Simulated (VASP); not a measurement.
# PtS2 in VASP: a series of runs, part 2 of 2

VASP 6.6.1.

### 3 Single point, PBE+D3(BJ)

This run uses another cell than the first one, of 111.61 Å³/atom, 0.977 times its volume.

INCAR reads:

```
SYSTEM = PtS2
PREC = Accurate
ENCUT = 520
EDIFF = 1E-6
ISMEAR = 0
SIGMA = 0.02
LREAL = .False.
LASPH = .True.
NELM = 60
ALGO = Normal
ISIF = 2
LWAVE = .False.
LCHARG = .True.
LDIPOL = .True.
IDIPOL = 3
DIPOL = 0.5 0.5 0.500
GGA = PE
IVDW = 12
LELF = .True.
LVHAR = .True.
LVACPOTAV = .True.
NBANDS = 18
```

KPOINTS reads:

```
regular mesh
0
Gamma
  9 9 1
  0 0 0
```

POSCAR reads:

```
PtS2
1.0
    3.5415277692      0.0000000000      0.0000000000
   -1.7707638846      3.0670530163      0.0000000000
    0.0000000000      0.0000000000     30.8258735778
S Pt
2 1
Direct
    0.6666666667      0.3333333333      0.4597167924
    0.3333333333      0.6666666667      0.5402832076
    0.0000000000      0.0000000000      0.5000000000
```

Potentials or basis: VASP PAW PBE potentials, release 64 (S, Pt).

On the command line:

```console
$ cat potpaw_PBE.64/S/POTCAR potpaw_PBE.64/Pt/POTCAR > POTCAR
$ mpirun -np 1 vasp_std > vasp.out
```

OUTCAR:

```text
SYSTEM = PtS2
   PREC = Accurate
   ENCUT = 520
   EDIFF = 1E-6
   ISMEAR = 0
   LREAL = .False.
   LASPH = .True.
   NELM = 60
   ISIF = 2
   GGA = PE
   IVDW = 12
 IVDW          = 12

 ion  position               nearest neighbor table
   1  0.667  0.333  0.460-   3 2.39   3 2.39   3 2.39
   2  0.333  0.667  0.540-   3 2.39   3 2.39   3 2.39
   3  0.000  0.000  0.500-   1 2.39   2 2.39   2 2.39   1 2.39   1 2.39   2 2.39

  LATTYP: Found a hexagonal cell.
 ALAT       =     3.5415277692
 C/A-ratio  =     8.7041174280

  Lattice vectors:

 A1 = (   3.5415277692,   0.0000000000,   0.0000000000)
 A2 = (  -1.7707638846,   3.0670530163,   0.0000000000)
 A3 = (   0.0000000000,   0.0000000000,  30.8258735778)

Analysis of symmetry for initial positions (statically):
=====================================================================
 Subroutine PRICEL returns:
 Original cell was already a primitive cell.

 Routine SETGRP: Setting up the symmetry group for a
 hexagonal supercell.

 Subroutine GETGRP returns: Found 12 space group operations
 (whereof 12 operations were pure point group operations)
 out of a pool of 24 trial point group operations.

The static configuration has the point symmetry D_3d.

Analysis of symmetry for dynamics (positions and initial velocities):
=====================================================================
 Subroutine PRICEL returns:
 Original cell was already a primitive cell.

 Routine SETGRP: Setting up the symmetry group for a
 hexagonal supercell.

 Subroutine GETGRP returns: Found 12 space group operations
 (whereof 12 operations were pure point group operations)
 out of a pool of 24 trial point group operations.

The dynamic configuration has the point symmetry D_3d.

 Subroutine INISYM returns: Found 12 space group operations
 (whereof 12 operations are pure point group operations),
 and found     1 'primitive' translations

----------------------------------------------------------------------------------------

                                     Primitive cell

  volume of cell :     334.8323

  direct lattice vectors                    reciprocal lattice vectors
     3.541527769  0.000000000  0.000000000     0.282364015  0.163022940  0.000000000
    -1.770763885  3.067053016  0.000000000     0.000000000  0.326045880  0.000000000
     0.000000000  0.000000000 30.825873578     0.000000000  0.000000000  0.032440281

  length of vectors
     3.541527769  3.541527769 30.825873578     0.326045880  0.326045880  0.032440281

  position of ions in fractional coordinates (direct lattice)
     0.666666667  0.333333333  0.459716792
     0.333333333  0.666666667  0.540283208
     0.000000000  0.000000000  0.500000000

  ion indices of the primitive-cell ions
   primitive index   ion index
                 1           1
                 2           2
                 3           3

----------------------------------------------------------------------------------------

 KPOINTS: regular mesh

Automatic generation of k-mesh.
 Grid dimensions read from file:
 generate k-points for:    9    9    1

[... 24 lines left out ...]
  0.444444  0.000000  0.000000      6.000000
  0.111111  0.111111  0.000000      6.000000
  0.222222  0.111111  0.000000     12.000000
  0.333333  0.111111  0.000000     12.000000
  0.444444  0.111111  0.000000      6.000000
  0.222222  0.222222  0.000000      6.000000
  0.333333  0.222222  0.000000     12.000000
  0.333333  0.333333  0.000000      2.000000
   k-points           NKPTS =     12   k-points in BZ     NKDIM =     12   number of bands    NBANDS=     18
   number of dos      NEDOS =    301   number of ions     NIONS =      3
   total plane-waves  NPLWV = 188160
   dimension x,y,z NGX =    28 NGY =   28 NGZ =  240
   dimension x,y,z NGXF=    56 NGYF=   56 NGZF=  480
   ions per type =               2   1
   NGX,Y,Z   is equivalent  to a cutoff of  13.14, 13.14, 12.94 a.u.
   NGXF,Y,Z  is equivalent  to a cutoff of  26.29, 26.29, 25.89 a.u.
 SYSTEM =  PtS2
   PREC   = accura    normal or accurate (medium, high low for compatibility)
   ISTART =      0    job   : 0-new  1-cont  2-samecut
   ICHARG =      2    charge: 1-file 2-atom 10-const
   ISPIN  =      1    spin polarized calculation?
   LNONCOLLINEAR =      F non collinear calculations
   LSORBIT =      F    spin-orbit coupling
   LASPH  =      T    aspherical Exc in radial PAW
   ENCUT  =  520.0 eV  38.22 Ry    6.18 a.u.   6.58  6.58 57.32*2*pi/ulx,y,z
   NELM   =     60;   NELMIN=  2; NELMDL= -5     # of ELM steps
   EDIFF  = 0.1E-05   stopping-criterion for ELM
   LREAL  =      F    real-space projection
   EDIFFG = 0.1E-04   stopping-criterion for IOM
   NSW    =      0    number of steps for IOM
   IBRION =     -1    ionic relax: 0-MD 1-quasi-New 2-CG
   NFREE  =      0    steps in history (QN), initial steepest desc. (CG)
   ISIF   =      2    stress and relaxation
   ISYM   =      2    0-nonsym 1-usesym 2-fastsym
   POTIM  = 0.5000    time-step for ionic-motion
   TEBEG  =    0.0;   TEEND  =   0.0 temperature during run
   PSTRESS=    0.0 pullay stress
   NELECT =      22.0000    total number of electrons
   NUPDOWN=      -1.0000    fix difference up-down
   EMIN   =  10.00;   EMAX   =-10.00  energy-range for DOS
   EFERMI =   0.00;   METHOD = LEGACY
   ISMEAR =     0;   SIGMA  =   0.02  broadening in eV -4-tet -1-fermi 0-gaus
   EFERMI_NEDOS =   21; number of points for ismear=-14 and -15
   IALGO  =     38    algorithm
   IMIX   =      4    mixing-type and parameters
     AMIX     =   0.40;   BMIX     =  1.00
     AMIX_MAG =   1.60;   BMIX_MAG =  1.00
  volume/ion in A,a.u.               =     111.61       753.19
  Fermi-wavevector in a.u.,A,eV,Ry     =   0.660602  1.248357  5.937516  0.436395
  Thomas-Fermi vector in A             =   1.733101
   LORBIT       =      0    0 simple, 1 ext, 2 COOP (PROOUT), +10 PAW based schemes
   GGA     = PE    functional components
   LHFCALC =     F    Hartree Fock is set to
   AEXX    =    0.0000 exact exchange contribution
   IVDW    =    12    specifies the selected vdW correction
   LEPSILON=     F    determine dielectric tensor
   LRPA    =     F    only Hartree local field effects (RPA)
 non-spin polarized calculation
 Gauss-broadening in eV      SIGMA  =   0.02
  energy-cutoff  :      520.00
  volume of cell :      334.83
 maximum number of plane-waves:      9115
 NGX is ok and might be reduce to    28
   NGX = 13   NGY = 13   NGZ =115

 dipolmoment           0.000000      0.000000     -0.000000 electrons x Angstroem

 number of electron      21.9999998 magnetization

 dipolmoment           0.000000      0.000000      0.000000 electrons x Angstroem

 Free energy of the ion-electron system (eV)
  ---------------------------------------------------
  ext. energy  EPLUGINS =         0.00000000
  ---------------------------------------------------
  free energy    TOTEN  =       -15.45286349 eV

  energy without entropy =      -15.45286349  energy(sigma->0) =      -15.45286349

 E-fermi :  -4.2060     XC(G=0):  -2.1830

 val. band max:       -4.3657866923   @ k =   0.1111  -0.0000   0.0000
 cond. band min:      -2.5263589231   @ k =   0.2222   0.0000   0.0000
 fundamental gap:      1.8394277692
 Fermi energy:        -4.2059816045

 k-point     1 :       0.0000    0.0000    0.0000
  band No.  band energies     occupation
      1     -18.3685      2.00000
      2     -16.1675      2.00000
      3      -9.8718      2.00000
      4      -9.8718      2.00000
      5      -9.6002      2.00000
      6      -7.2094      2.00000
[... 229 lines left out ...]
      5      -9.5000      2.00000
      6      -7.7943      2.00000
[... 10 lines left out ...]
     17       5.1242      0.00000
     18       5.2310      0.00000

------------------------ aborting loop because EDIFF is reached ----------------------------------------

 Edisp (eV)   -0.82759

 E8    (eV) :    -0.3564

  FORCE on cell =-STRESS in cart. coord.  units (eV):
  Direction    XX          YY          ZZ          XY          YZ          ZX
  --------------------------------------------------------------------------------------
  -------------------------------------------------------------------------------------
  Total      -0.18534    -0.18534    -0.12660    -0.00000     0.00000     0.00000
  in kB      -0.88686    -0.88686    -0.60577    -0.00000     0.00000     0.00000
  external pressure =       -0.79 kB  Pullay stress =        0.00 kB

 VOLUME and BASIS-vectors are now :
 -----------------------------------------------------------------------------
  energy-cutoff  :      520.00
  volume of cell :      334.83
      direct lattice vectors                 reciprocal lattice vectors
     3.541527769  0.000000000  0.000000000     0.282364015  0.163022940  0.000000000
    -1.770763885  3.067053016  0.000000000     0.000000000  0.326045880  0.000000000
     0.000000000  0.000000000 30.825873578     0.000000000  0.000000000  0.032440281

 POSITION                                       TOTAL-FORCE (eV/Angst)
 -----------------------------------------------------------------------------------
      1.77076      1.02235     14.17117         0.000000     -0.000000      0.038989
     -0.00000      2.04470     16.65470        -0.000000      0.000000     -0.038989
      0.00000      0.00000     15.41294         0.000000      0.000000      0.000000
 -----------------------------------------------------------------------------------
    total drift:                                0.000000      0.000000      0.000000

  FREE ENERGIE OF THE ION-ELECTRON SYSTEM (eV)
  ---------------------------------------------------
  free  energy   TOTEN  =       -16.2804541341 eV

  energy  without entropy=      -16.2804541341  energy(sigma->0) =      -16.28045413

 vacuum level on the upper side and lower side of the slab         1.998         1.998
```

It took 82 s on 1 thread of AMD EPYC 9R45 (Zen 5), shared host; peak memory 0.43 GiB.

Results:

```yaml
Free_energy: -16.2805 eV
Largest_force: 0.039 eV/Å
Band_gap_on_the_k_mesh: 1.84 eV, indirect (least direct gap 1.92 eV)
Dispersion_energy_per_atom: -0.276 eV
```

Forces on the atoms (eV/Å):
```
S    0.000  0.000  0.039
S    0.000  0.000 -0.039
Pt   0.000  0.000  0.000
```

Caveat: spin-orbit coupling is left out, which moves the levels of the heavy elements.

### 4 Single point, PBE+D3(BJ)

INCAR reads:

```
  ALGO = Normal
  DIPOL = 0.5 0.5 0.500
  EDIFF = 1E-6
  ENCUT = 520
  GGA = PE
  IDIPOL = 3
  ISIF = 2
  ISMEAR = 0
  IVDW = 12
  LASPH = T
  LCHARG = F
  LDIPOL = T
  LREAL = F
  LWAVE = F
  NBANDS = 18
  NELM = 80
  PREC = Accurate
  SIGMA = 0.02
```

KPOINTS reads:

```
k-points
0
Gamma
  9 9 1
```

POSCAR reads:

```
PtS2
1.0
    3.5832742388      0.0000000000      0.0000000000
   -1.7916371194      3.1032065195      0.0000000000
    0.0000000000      0.0000000000     30.8258735778
S Pt
2 1
Direct
    0.6666666667      0.3333333333      0.4608618263
    0.3333333333      0.6666666667      0.5391381737
    0.0000000000      0.0000000000      0.5000000000
```

On the command line:

```console
$ cat potpaw_PBE.64/S/POTCAR potpaw_PBE.64/Pt/POTCAR > POTCAR
$ mpirun -np 1 vasp_std > vasp.out
```

Run time: 61 s. Hardware: 1 thread of AMD EPYC 9R45 (Zen 5), shared host; peak memory 0.45 GiB.

It converged, with:

| Property | Result |
| --- | --- |
| Free energy | -16.2672 eV |
| Largest force | 0.112 eV/Å |
| Band gap on the k mesh | 1.82 eV, indirect (least direct gap 1.87 eV) |
| Dispersion energy per atom | -0.271 eV |

Forces in eV/Å, atoms in the order of the input:
```
S    0.000  0.000 -0.112
S    0.000  0.000  0.112
Pt   0.000  0.000  0.000
```

Levels at points of the mesh, in eV from the valence-band top:
| k point | band 7 | band 8 | band 9 | band 10 | band 11 | band 12 | band 13 | band 14 | band 15 | band 16 |
| --- | --- | --- | --- | --- | --- | --- | --- | --- | --- | --- |
| (0.00, 0.00, 0.00) | -2.83 | -0.69 | -0.59 | -0.27 | -0.27 | 3.28 | 3.28 | 5.47 | 5.83 | 6.26 |

Caveat: spin-orbit coupling is left out, which moves the levels of the heavy elements.

### 5 Single point, RPBE+D3(BJ)

This run uses another cell than the first one, of 103.07 Å³/atom, 0.902 times its volume.

INCAR reads:

```
SYSTEM = PtS2
ALGO     = Normal         ! electronic algorithm
DIPOL    = 0.5 0.5 0.500
EDIFF    = 1E-6           ! SCF threshold, eV
ENCUT    = 520            ! plane-wave cutoff, eV
GGA      = RP             ! functional
IDIPOL   = 3            
ISIF     = 2              ! what is computed and relaxed
ISMEAR   = 0              ! smearing method
IVDW     = 12             ! dispersion correction
LASPH    = .True.         ! aspherical terms in the spheres
LCHARG   = .False.        ! write CHGCAR
LDIPOL   = .True.       
LREAL    = .False.        ! projectors in reciprocal space
LWAVE    = .False.        ! write WAVECAR
NBANDS   = 18             ! bands
NELM     = 60             ! most SCF steps
PREC     = Accurate       ! precision mode
SIGMA    = 0.02           ! smearing width, eV
```

KPOINTS reads:

```
k-points
0
Gamma
  9 9 1
  0 0 0
```

POSCAR reads:

```
PtS2
1.0
    3.4032715171      0.0000000000      0.0000000000
   -1.7016357586      2.9473195897      0.0000000000
    0.0000000000      0.0000000000     30.8258735565
S Pt
2 1
Direct
    0.6666666667      0.3333333333      0.4584707778
    0.3333333333      0.6666666667      0.5415292222
    0.0000000000      0.0000000000      0.5000000000
```

Potentials or basis: VASP PAW PBE potentials, release 64 (S, Pt).

On the command line:

```console
$ cat potpaw_PBE.64/S/POTCAR potpaw_PBE.64/Pt/POTCAR > POTCAR
$ mpirun -np 1 vasp_std > vasp.out
```

OUTCAR:

```text
SYSTEM = PtS2
   EDIFF = 1E-6
   ENCUT = 520
   GGA = RP
   ISIF = 2
   ISMEAR = 0
   IVDW = 12
   LASPH = .True.
   LREAL = .False.
   NELM = 60
   PREC = Accurate
 IVDW          = 12

 ion  position               nearest neighbor table
   1  0.667  0.333  0.458-   3 2.35   3 2.35   3 2.35
   2  0.333  0.667  0.542-   3 2.35   3 2.35   3 2.35
   3  0.000  0.000  0.500-   1 2.35   2 2.35   2 2.35   1 2.35   1 2.35   2 2.35

  LATTYP: Found a hexagonal cell.
 ALAT       =     3.4032715171
[... 442 lines left out ...]

  FORCE on cell =-STRESS in cart. coord.  units (eV):
  Direction    XX          YY          ZZ          XY          YZ          ZX
  --------------------------------------------------------------------------------------
  -------------------------------------------------------------------------------------
  Total      -0.26018    -0.26018    -0.15279     0.00000     0.00000    -0.00000
  in kB      -1.34816    -1.34816    -0.79173     0.00000     0.00000    -0.00000
  external pressure =       -1.16 kB  Pullay stress =        0.00 kB

 VOLUME and BASIS-vectors are now :
 -----------------------------------------------------------------------------
  energy-cutoff  :      520.00
  volume of cell :      309.20
      direct lattice vectors                 reciprocal lattice vectors
     3.403271517  0.000000000  0.000000000     0.293834916  0.169645668  0.000000000
    -1.701635759  2.947319590  0.000000000     0.000000000  0.339291336  0.000000000
     0.000000000  0.000000000 30.825873556     0.000000000  0.000000000  0.032440281

 POSITION                                       TOTAL-FORCE (eV/Angst)
 -----------------------------------------------------------------------------------
      1.70164      0.98244     14.13276         0.000000      0.000000      0.048554
     -0.00000      1.96488     16.69311        -0.000000     -0.000000     -0.048554
      0.00000      0.00000     15.41294         0.000000      0.000000      0.000000
 -----------------------------------------------------------------------------------
    total drift:                                0.000000      0.000000      0.000000

  FREE ENERGIE OF THE ION-ELECTRON SYSTEM (eV)
  ---------------------------------------------------
  free  energy   TOTEN  =       -18.8823154589 eV

  energy  without entropy=      -18.8823154589  energy(sigma->0) =      -18.88231546

 vacuum level on the upper side and lower side of the slab         2.154         2.154
```

stdout:

```text
POSCAR found type information on POSCAR S Pt
 POSCAR found :  2 types and       3 ions
 scaLAPACK will be used
 -----------------------------------------------------------------------------
|                                                                             |
|                                                                             |
|     You enforced a specific xc type in the INCAR file but a different       |
|     I HOPE YOU KNOW WHAT YOU ARE DOING!                                     |
|                                                                             |
 -----------------------------------------------------------------------------

 LDA part: xc-table for (Slater+PW92), standard interpolation
 POSCAR, INCAR and KPOINTS ok, starting setup
 FFT: planning ... GRIDC
 FFT: planning ... GRID_SOFT
 FFT: planning ... GRID
 WAVECAR not read
 entering main loop
```

Run time: 90 s. Hardware: 1 thread of AMD EPYC 7R13 (Zen 3), shared host; peak memory 0.44 GiB.

What came out:

```
Free energy                : -18.8823 eV
Largest force              : 0.049 eV/Å
Band gap on the k mesh     : 1.89 eV, indirect (least direct gap 2.00 eV)
Dispersion energy per atom : -1.628 eV
```

Forces on the atoms (eV/Å):
```
S    0.000  0.000  0.049
S    0.000  0.000 -0.049
Pt   0.000  0.000  0.000
```

Caveat: three body term missing; the PAW data sets were made with another functional, which shifts forces and pressure a little; spin-orbit coupling is left out, which moves the levels of the heavy elements.

### 6 The runs side by side

```csv
level,cell,k mesh,smearing,gap on the mesh (eV),largest force (eV/Å)
PBE+D3(BJ),"a = 3.583, b = 3.583, c = 30.826 Å, angles 90.0, 90.0, 120.0°, 3 atoms",6 × 6 × 1,gaussian 0.1 eV,2.04,0.10
PBE+D3(BJ),"a = 3.542, b = 3.542, c = 30.826 Å, angles 90.0, 90.0, 120.0°, 3 atoms",9 × 9 × 1,gaussian 0.02 eV,1.84,0.04
PBE+D3(BJ),"a = 3.583, b = 3.583, c = 30.826 Å, angles 90.0, 90.0, 120.0°, 3 atoms",9 × 9 × 1,gaussian 0.02 eV,1.82,0.11
RPBE+D3(BJ),"a = 3.403, b = 3.403, c = 30.826 Å, angles 90.0, 90.0, 120.0°, 3 atoms",9 × 9 × 1,gaussian 0.02 eV,1.89,0.05
```

Alike in all rows: task single point; potentials or basis VASP PAW PBE potentials, release 64 (S, Pt); no spin polarisation; cutoff (eV) 520.

Caveats: spin-orbit coupling is left out, which moves the levels of the heavy elements; three body term missing (some runs); the PAW data sets were made with another functional, which shifts forces and pressure a little (some runs).

Absolute energies hang on the potentials; compare differences alone.
